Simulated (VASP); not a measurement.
# CdGeAs2 (I-42d) in VASP: single point with LDA

Aim: the single point of CdGeAs2 with LDA.

Program: VASP 6.6.1. These are calculated values, not measurements. Logs are shortened: lines on timing, memory, paths and dates and some standing lists are left out, and cuts for length are marked.

### Step 1. The cell of the first run

It takes space group I-42d (No. 122, tetragonal). Conventional cell: a = 5.873 Å, b = 5.873 Å, c = 11.232 Å, α = 90.00°, β = 90.00°, γ = 90.00°. Within 3.4 Å of Cd (site symmetry -4) lie 4 As at 2.59 Å. Within 3.2 Å of Ge (site symmetry -4) lie 4 As at 2.43 Å. Within 3.2 Å of As (site symmetry 2) lie 2 Ge at 2.43 Å and 2 Cd at 2.59 Å.

### Step 2. Single point, LDA

Input file INCAR:

```
ALGO = Normal
EDIFF = 1E-7
ENCUT = 520
GGA = CA
ISIF = 2
ISMEAR = 0
LASPH = T
LCHARG = F
LREAL = F
LWAVE = F
NBANDS = 46
NELM = 60
PREC = Accurate
SIGMA = 0.01
```

Input file KPOINTS:

```
k-points
0
Gamma
  8 8 8
```

Input file POSCAR:

```
CdGeAs2
1.0
   -2.9365737474      2.9365737474      5.6158598381
    2.9365737474     -2.9365737474      5.6158598381
    2.9365737474      2.9365737474     -5.6158598381
Cd Ge As
2 2 4
Direct
    0.2500000000      0.7500000000      0.5000000000
    0.5000000000      0.5000000000      0.0000000000
    0.0000000000      0.0000000000      0.0000000000
    0.7500000000      0.2500000000      0.5000000000
    0.8750000000      0.3509965339      0.9759965339
    0.6490034661      0.6250000000      0.5240034661
    0.3750000000      0.8990034661      0.0240034661
    0.1009965339      0.1250000000      0.4759965339
```

Potentials or basis: VASP PAW LDA potentials, release 64 (Cd, Ge_d, As).

Launch:

```console
> cat potpaw_LDA.64/Cd/POTCAR potpaw_LDA.64/Ge_d/POTCAR potpaw_LDA.64/As/POTCAR > POTCAR
> mpirun -np 1 vasp_std > vasp.out
```

OUTCAR:

```text
EDIFF = 1E-7
   ENCUT = 520
   GGA = CA
   ISIF = 2
   ISMEAR = 0
   LASPH = T
   LREAL = F
   NELM = 60
   PREC = Accurate

 ion  position               nearest neighbor table
   1  0.250  0.750  0.500-   8 2.59   6 2.59   7 2.59   5 2.59
   2  0.500  0.500  0.000-   5 2.59   6 2.59   7 2.59   8 2.59
   3  0.000  0.000  0.000-   5 2.43   6 2.43   7 2.43   8 2.43
   4  0.750  0.250  0.500-   7 2.43   8 2.43   5 2.43   6 2.43
   5  0.875  0.351  0.976-   3 2.43   4 2.43   2 2.59   1 2.59
   6  0.649  0.625  0.524-   3 2.43   4 2.43   1 2.59   2 2.59
   7  0.375  0.899  0.024-   4 2.43   3 2.43   2 2.59   1 2.59
   8  0.101  0.125  0.476-   4 2.43   3 2.43   1 2.59   2 2.59

  LATTYP: Found a body centered tetragonal cell.
 ALAT       =     5.8731474948
 C/A-ratio  =     1.9123850859

  Lattice vectors:

 A1 = (  -2.9365737474,   2.9365737474,   5.6158598381)
 A2 = (   2.9365737474,  -2.9365737474,   5.6158598381)
 A3 = (   2.9365737474,   2.9365737474,  -5.6158598381)

Analysis of symmetry for initial positions (statically):
=====================================================================
 Subroutine PRICEL returns:
 Original cell was already a primitive cell.

 Routine SETGRP: Setting up the symmetry group for a
 body centered tetragonal supercell.

 Subroutine GETGRP returns: Found  8 space group operations
 (whereof  4 operations were pure point group operations)
 out of a pool of 16 trial point group operations.

The static configuration has the point symmetry S_4 .
 The point group associated with its full space group is D_2d.

Analysis of symmetry for dynamics (positions and initial velocities):
=====================================================================
 Subroutine PRICEL returns:
 Original cell was already a primitive cell.

 Routine SETGRP: Setting up the symmetry group for a
 body centered tetragonal supercell.

 Subroutine GETGRP returns: Found  8 space group operations
 (whereof  4 operations were pure point group operations)
 out of a pool of 16 trial point group operations.

The dynamic configuration has the point symmetry S_4 .
 The point group associated with its full space group is D_2d.

 Subroutine INISYM returns: Found  8 space group operations
 (whereof  4 operations are pure point group operations),
 and found     1 'primitive' translations

----------------------------------------------------------------------------------------

                                     Primitive cell

  volume of cell :     193.7127

  direct lattice vectors                    reciprocal lattice vectors
    -2.936573747  2.936573747  5.615859838     0.000000000  0.170266454  0.089033561
     2.936573747 -2.936573747  5.615859838     0.170266454  0.000000000  0.089033561
     2.936573747  2.936573747 -5.615859838     0.170266454  0.170266454  0.000000000

  length of vectors
     6.984612550  6.984612550  6.984612550     0.192139638  0.192139638  0.240793129

  position of ions in fractional coordinates (direct lattice)
     0.250000000  0.750000000  0.500000000
     0.500000000  0.500000000  0.000000000
     0.000000000  0.000000000  0.000000000
     0.750000000  0.250000000  0.500000000
     0.875000000  0.350996534  0.975996534
     0.649003466  0.625000000  0.524003466
     0.375000000  0.899003466  0.024003466
     0.100996534  0.125000000  0.475996534

  ion indices of the primitive-cell ions
   primitive index   ion index
                 1           1
                 2           2
                 3           3
                 4           4
                 5           5
                 6           6
                 7           7
                 8           8

----------------------------------------------------------------------------------------

 KPOINTS: k-points

Automatic generation of k-mesh.
 Grid dimensions read from file:
 generate k-points for:    8    8    8

 Generating k-lattice:

  Cartesian coordinates                     Fractional coordinates (reciprocal lattice)
     0.000000000  0.021283307  0.011129195     0.125000000  0.000000000 -0.000000000
     0.021283307  0.000000000  0.011129195     0.000000000  0.125000000 -0.000000000
     0.021283307  0.021283307  0.000000000     0.000000000  0.000000000  0.125000000

  Length of vectors
     0.024017455  0.024017455  0.030099141

  Shift w.r.t. Gamma in fractional coordinates (k-lattice)
     0.000000000  0.000000000  0.000000000

 Subroutine IBZKPT returns following result:
 ===========================================

 Found     59 irreducible k-points:

 Following reciprocal coordinates:
            Coordinates               Weight
  0.000000  0.000000  0.000000      1.000000
  0.125000  0.000000  0.000000      8.000000
  0.250000  0.000000  0.000000      8.000000
  0.375000 -0.000000  0.000000      8.000000
  0.500000  0.000000  0.000000      4.000000
  0.125000  0.125000  0.000000      8.000000
[... 16 lines left out ...]
  0.250000  0.125000  0.125000     16.000000
  0.375000  0.125000  0.125000      8.000000
 [... further k-points ...]
   k-points           NKPTS =     59   k-points in BZ     NKDIM =     59   number of bands    NBANDS=     46
   number of dos      NEDOS =    301   number of ions     NIONS =      8
   total plane-waves  NPLWV = 157464
   dimension x,y,z NGX =    54 NGY =   54 NGZ =   54
   dimension x,y,z NGXF=   108 NGYF=  108 NGZF=  108
   ions per type =               2   2   4
   NGX,Y,Z   is equivalent  to a cutoff of  12.85, 12.85, 12.85 a.u.
   NGXF,Y,Z  is equivalent  to a cutoff of  25.71, 25.71, 25.71 a.u.
 SYSTEM =  unknown system
   PREC   = accura    normal or accurate (medium, high low for compatibility)
   ISTART =      0    job   : 0-new  1-cont  2-samecut
   ICHARG =      2    charge: 1-file 2-atom 10-const
   ISPIN  =      1    spin polarized calculation?
   LNONCOLLINEAR =      F non collinear calculations
   LSORBIT =      F    spin-orbit coupling
   LASPH  =      T    aspherical Exc in radial PAW
   ENCUT  =  520.0 eV  38.22 Ry    6.18 a.u.  12.99 12.99 12.99*2*pi/ulx,y,z
   NELM   =     60;   NELMIN=  2; NELMDL= -5     # of ELM steps
   EDIFF  = 0.1E-06   stopping-criterion for ELM
   LREAL  =      F    real-space projection
   EDIFFG = 0.1E-05   stopping-criterion for IOM
   NSW    =      0    number of steps for IOM
   IBRION =     -1    ionic relax: 0-MD 1-quasi-New 2-CG
   NFREE  =      0    steps in history (QN), initial steepest desc. (CG)
   ISIF   =      2    stress and relaxation
   ISYM   =      2    0-nonsym 1-usesym 2-fastsym
   POTIM  = 0.5000    time-step for ionic-motion
   TEBEG  =    0.0;   TEEND  =   0.0 temperature during run
   PSTRESS=    0.0 pullay stress
   NELECT =      72.0000    total number of electrons
   NUPDOWN=      -1.0000    fix difference up-down
   EMIN   =  10.00;   EMAX   =-10.00  energy-range for DOS
   EFERMI =   0.00;   METHOD = LEGACY
   ISMEAR =     0;   SIGMA  =   0.01  broadening in eV -4-tet -1-fermi 0-gaus
   EFERMI_NEDOS =   21; number of points for ismear=-14 and -15
   IALGO  =     38    algorithm
   IMIX   =      4    mixing-type and parameters
     AMIX     =   0.40;   BMIX     =  1.00
     AMIX_MAG =   1.60;   BMIX_MAG =  1.00
  volume/ion in A,a.u.               =      24.21       163.40
  Fermi-wavevector in a.u.,A,eV,Ry     =   1.177063  2.224326 18.850557  1.385477
  Thomas-Fermi vector in A             =   2.313416
   LORBIT       =      0    0 simple, 1 ext, 2 COOP (PROOUT), +10 PAW based schemes
   GGA     = CA    functional components
   LHFCALC =     F    Hartree Fock is set to
   AEXX    =    0.0000 exact exchange contribution
   IVDW    =     0    specifies the selected vdW correction
   LEPSILON=     F    determine dielectric tensor
   LRPA    =     F    only Hartree local field effects (RPA)
 non-spin polarized calculation
 Gauss-broadening in eV      SIGMA  =   0.01
  energy-cutoff  :      520.00
  volume of cell :      193.71
 maximum number of plane-waves:      5264
 NGX is ok and might be reduce to    54
   NGX = 25   NGY = 25   NGZ = 25

 number of electron      71.9999998 magnetization

 Free energy of the ion-electron system (eV)
  ---------------------------------------------------
  ext. energy  EPLUGINS =         0.00000000
  ---------------------------------------------------
  free energy    TOTEN  =       -35.39723683 eV

  energy without entropy =      -35.39723683  energy(sigma->0) =      -35.39723683

 E-fermi :   3.2080     XC(G=0):  -9.8347

 val. band max:        3.1549504935   @ k =   0.1250   0.0000   0.0000
 cond. band min:       3.2941548586   @ k =   0.0000   0.0000   0.0000
 fundamental gap:      0.1392043651
 Fermi energy:         3.2080121435

 k-point     1 :       0.0000    0.0000    0.0000
  band No.  band energies     occupation
      1     -21.8435      2.00000
      2     -21.8435      2.00000
      3     -21.8434      2.00000
      4     -21.8389      2.00000
      5     -21.8358      2.00000
      6     -21.8358      2.00000
[... 38 lines left out ...]
     45       7.9911      0.00000
     46       7.9911      0.00000

 k-point     2 :       0.1250    0.0000    0.0000
  band No.  band energies     occupation
      1     -21.8437      2.00000
      2     -21.8434      2.00000
      3     -21.8432      2.00000
      4     -21.8390      2.00000
      5     -21.8361      2.00000
      6     -21.8358      2.00000
[... 38 lines left out ...]
     45       7.9208      0.00000
     46       8.1441      0.00000

 k-point     3 :       0.2500    0.0000    0.0000
  band No.  band energies     occupation
      1     -21.8439      2.00000
      2     -21.8432      2.00000
      3     -21.8428      2.00000
      4     -21.8390      2.00000
      5     -21.8367      2.00000
      6     -21.8356      2.00000
[... 1018 lines left out ...]
     45       8.2635      0.00000
     46       8.5878      0.00000

 k-point    24 :       0.3750    0.1250    0.1250
  band No.  band energies     occupation
      1     -21.8436      2.00000
      2     -21.8432      2.00000
      3     -21.8414      2.00000
      4     -21.8387      2.00000
      5     -21.8382      2.00000
      6     -21.8363      2.00000
[... 38 lines left out ...]
     45       8.1975      0.00000
     46       8.6922      0.00000

 [... further k-points ...]

------------------------ aborting loop because EDIFF is reached ----------------------------------------

  FORCE on cell =-STRESS in cart. coord.  units (eV):
  Direction    XX          YY          ZZ          XY          YZ          ZX
  --------------------------------------------------------------------------------------
  -------------------------------------------------------------------------------------
  Total        0.4656321      0.4656321      0.4172919      0.0000000     -0.0000000      0.0000000
  in kB        3.8511940      3.8511940      3.4513771      0.0000000     -0.0000000      0.0000000
  external PRESSURE =       3.7179217 kB  Pullay stress =       0.0000000 kB

 VOLUME and BASIS-vectors are now :
 -----------------------------------------------------------------------------
  energy-cutoff  :      520.00
  volume of cell :      193.71
      direct lattice vectors                 reciprocal lattice vectors
    -2.936573747  2.936573747  5.615859838     0.000000000  0.170266454  0.089033561
     2.936573747 -2.936573747  5.615859838     0.170266454  0.000000000  0.089033561
     2.936573747  2.936573747 -5.615859838     0.170266454  0.170266454  0.000000000

 POSITION                                       TOTAL-FORCE (eV/Angst)
 -----------------------------------------------------------------------------------
      2.93657      0.00000      2.80793        -0.000000     -0.000000      0.000000
      0.00000      0.00000      5.61586        -0.000000     -0.000000      0.000000
      0.00000      0.00000      0.00000        -0.000000      0.000000     -0.000000
      0.00000      2.93657      2.80793        -0.000000     -0.000000      0.000000
      1.32731      4.40486      1.40396        -0.014997     -0.000000      0.000000
      1.46829      1.60926      4.21189         0.000000      0.014997     -0.000000
      1.60926     -1.46829      7.01982         0.014997      0.000000     -0.000000
      1.46829      1.32731     -1.40396        -0.000000     -0.014997      0.000000
 -----------------------------------------------------------------------------------
    total drift:                               -0.000004     -0.000004     -0.000004

  FREE ENERGIE OF THE ION-ELECTRON SYSTEM (eV)
  ---------------------------------------------------
  free  energy   TOTEN  =       -35.3972368281 eV

  energy  without entropy=      -35.3972368281  energy(sigma->0) =      -35.39723683
```

It took 21 min on 1 thread of Intel Xeon 8259CL, shared host; peak memory 0.63 GiB.

What came out:

* Free energy: -35.3972 eV
* Pressure: 0.4 GPa
* Largest force: 0.015 eV/Å
* Band gap on the k mesh: 0.14 eV (least direct gap 0.20 eV)

Forces on the atoms (eV/Å):
```
Cd   0.000  0.000  0.000
Cd   0.000  0.000  0.000
Ge   0.000  0.000  0.000
Ge   0.000  0.000  0.000
As  -0.015  0.000  0.000
As   0.000  0.015  0.000
As   0.015  0.000  0.000
As   0.000 -0.015  0.000
```

Caveat: semilocal functionals underestimate gaps, and a narrow one can read as zero.
